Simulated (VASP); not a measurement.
# Au (P6_3/mmc) in VASP: notebook

The runs below take Au through single point, relaxation of cell and atoms, with r2SCAN.

Program: VASP 6.6.1. These are calculated values, not measurements. Logs are shortened: lines on timing, memory, paths and dates and some standing lists are left out, and cuts for length are marked.

## Step 1: The cell of the first run

The structure is hexagonal, space group P6_3/mmc (No. 194). The conventional cell has a = 2.879 Å, b = 2.879 Å, c = 4.910 Å, α = 90.00°, β = 90.00°, γ = 120.00°. Within 3.8 Å of Au (site symmetry -6m2) lie 12 Au at 2.88 to 2.96 Å.

This isn't the form of Au at room conditions, which is fcc.

## Step 2: Single point, r2SCAN

POSCAR reads:

```
Au
1.0
    2.8794235775      0.0000000000      0.0000000000
   -1.4397117887      2.4936539664      0.0000000000
    0.0000000000      0.0000000000      4.9101233381
Au
2
Direct
    0.3333333333      0.6666666667      0.2500000000
    0.6666666667      0.3333333333      0.7500000000
```

INCAR.step1 reads:

```
  PREC = Accurate
  ENCUT = 520
  ISMEAR = 0
  SIGMA = 0.1
  LREAL = False
  LASPH = True
  NELM = 100
  NBANDS = 18
  GGA = PE
  ALGO = Normal
  EDIFF = 1E-4
  LWAVE = True
  LCHARG = False
```

INCAR.step2 reads:

```
  PREC = Accurate
  ENCUT = 520
  EDIFF = 1E-7
  ISMEAR = 0
  SIGMA = 0.1
  LREAL = False
  LASPH = True
  NELM = 100
  ALGO = Normal
  ISIF = 2
  LWAVE = False
  LCHARG = False
  METAGGA = R2SCAN
  LMIXTAU = True
  NBANDS = 18
  ISTART = 1
```

KPOINTS reads:

```
Automatic mesh
0
Gamma
  12 12 6
```

Potentials or basis: VASP PAW PBE potentials, release 64 (Au).

Command:

```bash
cat potpaw_PBE.64/Au/POTCAR > POTCAR
cp INCAR.step1 INCAR
mpirun -np 1 vasp_std > vasp.out
cp INCAR.step2 INCAR
mpirun -np 1 vasp_std > vasp.out
```

OUTCAR:

```text
PREC = Accurate
   ENCUT = 520
   EDIFF = 1E-7
   ISMEAR = 0
   LREAL = False
   LASPH = True
   NELM = 100
   ISIF = 2
   METAGGA = R2SCAN
   ISTART = 1

 ion  position               nearest neighbor table
   1  0.333  0.667  0.250-   2 2.96   2 2.96   2 2.96   2 2.96   2 2.96   2 2.96
   2  0.667  0.333  0.750-   1 2.96   1 2.96   1 2.96   1 2.96   1 2.96   1 2.96

  LATTYP: Found a hexagonal cell.
 ALAT       =     2.8794235775
 C/A-ratio  =     1.7052452360

  Lattice vectors:

 A1 = (   2.8794235775,   0.0000000000,   0.0000000000)
 A2 = (  -1.4397117887,   2.4936539664,   0.0000000000)
 A3 = (   0.0000000000,   0.0000000000,   4.9101233381)

Analysis of symmetry for initial positions (statically):
=====================================================================
 Subroutine PRICEL returns:
 Original cell was already a primitive cell.

 Routine SETGRP: Setting up the symmetry group for a
 hexagonal supercell.

 Subroutine GETGRP returns: Found 24 space group operations
 (whereof 12 operations were pure point group operations)
 out of a pool of 24 trial point group operations.

The static configuration has the point symmetry D_3d.
 The point group associated with its full space group is D_6h.

Analysis of symmetry for dynamics (positions and initial velocities):
=====================================================================
 Subroutine PRICEL returns:
 Original cell was already a primitive cell.

 Routine SETGRP: Setting up the symmetry group for a
 hexagonal supercell.

 Subroutine GETGRP returns: Found 24 space group operations
 (whereof 12 operations were pure point group operations)
 out of a pool of 24 trial point group operations.

The dynamic configuration has the point symmetry D_3d.
 The point group associated with its full space group is D_6h.

 Subroutine INISYM returns: Found 24 space group operations
 (whereof 12 operations are pure point group operations),
 and found     1 'primitive' translations

----------------------------------------------------------------------------------------

                                     Primitive cell

  volume of cell :      35.2561

  direct lattice vectors                    reciprocal lattice vectors
     2.879423577  0.000000000  0.000000000     0.347291732  0.200508975  0.000000000
    -1.439711789  2.493653966  0.000000000     0.000000000  0.401017949  0.000000000
     0.000000000  0.000000000  4.910123338     0.000000000  0.000000000  0.203660872

  length of vectors
     2.879423577  2.879423578  4.910123338     0.401017949  0.401017949  0.203660872
[... 81 lines left out ...]
   EDIFF  = 0.1E-06   stopping-criterion for ELM
   LREAL  =      F    real-space projection
   EDIFFG = 0.1E-05   stopping-criterion for IOM
   NSW    =      0    number of steps for IOM
   IBRION =     -1    ionic relax: 0-MD 1-quasi-New 2-CG
   NFREE  =      0    steps in history (QN), initial steepest desc. (CG)
   ISIF   =      2    stress and relaxation
   ISYM   =      2    0-nonsym 1-usesym 2-fastsym
   POTIM  = 0.5000    time-step for ionic-motion
   TEBEG  =    0.0;   TEEND  =   0.0 temperature during run
   PSTRESS=    0.0 pullay stress
   NELECT =      22.0000    total number of electrons
   NUPDOWN=      -1.0000    fix difference up-down
   EMIN   =  10.00;   EMAX   =-10.00  energy-range for DOS
   EFERMI =   0.00;   METHOD = LEGACY
   ISMEAR =     0;   SIGMA  =   0.10  broadening in eV -4-tet -1-fermi 0-gaus
   EFERMI_NEDOS =   21; number of points for ismear=-14 and -15
   IALGO  =     38    algorithm
   IMIX   =      4    mixing-type and parameters
     AMIX     =   0.40;   BMIX     =  1.00
     AMIX_MAG =   1.60;   BMIX_MAG =  1.00
  volume/ion in A,a.u.               =      17.63       118.96
  Fermi-wavevector in a.u.,A,eV,Ry     =   1.398957  2.643645 26.627696  1.957080
  Thomas-Fermi vector in A             =   2.522064
   LORBIT       =      0    0 simple, 1 ext, 2 COOP (PROOUT), +10 PAW based schemes
   METAGGA = R2SCAN    functional components
   LHFCALC =     F    Hartree Fock is set to
   AEXX    =    0.0000 exact exchange contribution
   IVDW    =     0    specifies the selected vdW correction
   LEPSILON=     F    determine dielectric tensor
   LRPA    =     F    only Hartree local field effects (RPA)
 non-spin polarized calculation
 Gauss-broadening in eV      SIGMA  =   0.10
  energy-cutoff  :      520.00
  volume of cell :       35.26
 maximum number of plane-waves:       967
 NGX is ok and might be reduce to    24
   NGX = 11   NGY = 11   NGZ = 19

 number of electron      22.0000001 magnetization

 Free energy of the ion-electron system (eV)
  ---------------------------------------------------
  ext. energy  EPLUGINS =         0.00000000
  ---------------------------------------------------
  free energy    TOTEN  =      -101.16542689 eV

  energy without entropy =     -101.16078973  energy(sigma->0) =     -101.16310831

 E-fermi :   8.7948     XC(G=0): -13.3818

 val. band max:        8.7939110081   @ k =   0.0833   0.0000   0.0000
 cond. band min:       8.8085440789   @ k =   0.4167   0.0833   0.1667
 fundamental gap:      0.0146330708
 Fermi energy:         8.7947676474

 k-point     1 :       0.0000    0.0000    0.0000
  band No.  band energies     occupation
      1      -0.9500      2.00000
      2       1.3525      2.00000
      3       3.7556      2.00000
      4       4.1004      2.00000
      5       4.1004      2.00000
      6       4.3805      2.00000
[... 481 lines left out ...]
      5       4.3239      2.00000
      6       4.5033      2.00000
[... 10 lines left out ...]
     17      23.9374      0.00000
     18      25.8139      0.00000

 [... further k-points ...]

------------------------ aborting loop because EDIFF is reached ----------------------------------------

  FORCE on cell =-STRESS in cart. coord.  units (eV):
  Direction    XX          YY          ZZ          XY          YZ          ZX
  --------------------------------------------------------------------------------------
  -------------------------------------------------------------------------------------
  Total        0.0781404      0.0781404      0.0088785      0.0000000      0.0000000      0.0000000
  in kB        3.5510124      3.5510124      0.4034742      0.0000000      0.0000000      0.0000000
  external PRESSURE =       2.5018330 kB  Pullay stress =       0.0000000 kB

 VOLUME and BASIS-vectors are now :
 -----------------------------------------------------------------------------
  energy-cutoff  :      520.00
  volume of cell :       35.26
      direct lattice vectors                 reciprocal lattice vectors
     2.879423577  0.000000000  0.000000000     0.347291732  0.200508975  0.000000000
    -1.439711789  2.493653966  0.000000000     0.000000000  0.401017949  0.000000000
     0.000000000  0.000000000  4.910123338     0.000000000  0.000000000  0.203660872

 POSITION                                       TOTAL-FORCE (eV/Angst)
 -----------------------------------------------------------------------------------
     -0.00000      1.66244      1.22753         0.000000     -0.000000      0.000000
      1.43971      0.83122      3.68259        -0.000000      0.000000      0.000000
 -----------------------------------------------------------------------------------
    total drift:                                0.000000     -0.000000      0.000000

  FREE ENERGIE OF THE ION-ELECTRON SYSTEM (eV)
  ---------------------------------------------------
  free  energy   TOTEN  =      -101.1654268915 eV

  energy  without entropy=     -101.1607897337  energy(sigma->0) =     -101.16310831
```

OUTCAR.step1:

```text
PREC = Accurate
   ENCUT = 520
   ISMEAR = 0
   LREAL = False
   LASPH = True
[... 729 lines left out ...]
     -0.00000      1.66244      1.22753        -0.000000      0.000000      0.000000
      1.43971      0.83122      3.68259         0.000000     -0.000000      0.000000
 -----------------------------------------------------------------------------------
    total drift:                                0.000000     -0.000000      0.000000

  FREE ENERGIE OF THE ION-ELECTRON SYSTEM (eV)
  ---------------------------------------------------
  free  energy   TOTEN  =        -6.4090932342 eV

  energy  without entropy=       -6.4028993474  energy(sigma->0) =       -6.40599629
```

OSZICAR.step1:

```text
N       E                     dE             d eps       ncg     rms          rms(c)
DAV:   1     0.123212480356E+03    0.12321E+03   -0.11677E+04  2744   0.118E+03
DAV:   2    -0.484686005991E+01   -0.12806E+03   -0.12217E+03  2934   0.261E+02
DAV:   3    -0.693811490056E+01   -0.20913E+01   -0.20801E+01  3188   0.332E+01
DAV:   4    -0.694695154689E+01   -0.88366E-02   -0.88359E-02  3016   0.230E+00
DAV:   5    -0.694703391431E+01   -0.82367E-04   -0.82366E-04  3082   0.237E-01    0.119E+01
DAV:   6    -0.644522830457E+01    0.50181E+00   -0.95351E-01  2824   0.896E+00    0.776E+00
DAV:   7    -0.641318743628E+01    0.32041E-01   -0.94444E-02  2960   0.280E+00    0.337E+00
DAV:   8    -0.640914279378E+01    0.40446E-02   -0.88891E-03  2860   0.769E-01    0.378E-01
DAV:   9    -0.640909323416E+01    0.49560E-04   -0.73512E-05  1894   0.787E-02
   1 F= -.64090932E+01 E0= -.64059963E+01  d E =-.619389E-02
```

It took 62 s on 1 thread of Intel Xeon 6975P-C (Granite Rapids), shared host; peak memory 0.19 GiB.

What came out:

```yaml
Free_energy: -101.1654 eV
Pressure: 0.3 GPa
Band_gap_on_the_k_mesh: zero (bands 11 and 12 overlap by 7.16 eV)
```

Stress tensor (GPa, compression positive):
```
0.36 0.00 0.00
0.00 0.36 0.00
0.00 0.00 0.04
```

Caveat: the PAW data sets were made with another functional, which shifts forces and pressure a little; spin-orbit coupling is left out, which moves the levels of the heavy elements.

[end of part 1 of 2]

The gap in the log of VASP goes by the Fermi energy; the results here count the filled bands.